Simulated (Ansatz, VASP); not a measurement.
**In in VASP and in Ansatz**

```
In
1.0
     3.33548    0.00000    0.00000
    -1.66774    2.88861    0.00000
     0.00000    0.00000    5.50914
In
2
Direct
  0.33333 0.66667 0.25000
  0.66667 0.33333 0.75000
```

Alike in both runs: task single point; functional PBE; k mesh 12 × 12 × 6; occupations gaussian, width 0.05 eV; no spin polarisation.

|  | VASP | Ansatz |
| --- | --- | --- |
| version | VASP 6.6.1 | Ansatz 0.2.0 |
| potentials or method | VASP PAW PBE potentials, release 64 (In_d), cutoff 520 eV | scalar-relativistic, plane waves, PAW |
| valence electrons in the cell | 26 | 26 |

|  | VASP | Ansatz | Ansatz less VASP |
| --- | --- | --- | --- |
| gap on the k mesh at the Fermi level (eV) | none | none | - |
| pressure (GPa) | 1.5 | 1.5 | +0.02 |
| traceless stress, the component that is largest in VASP (GPa) | -0.36 | -0.36 | 0.000 |

A gap of «none» marks a metal or a gap that the smearing closes.
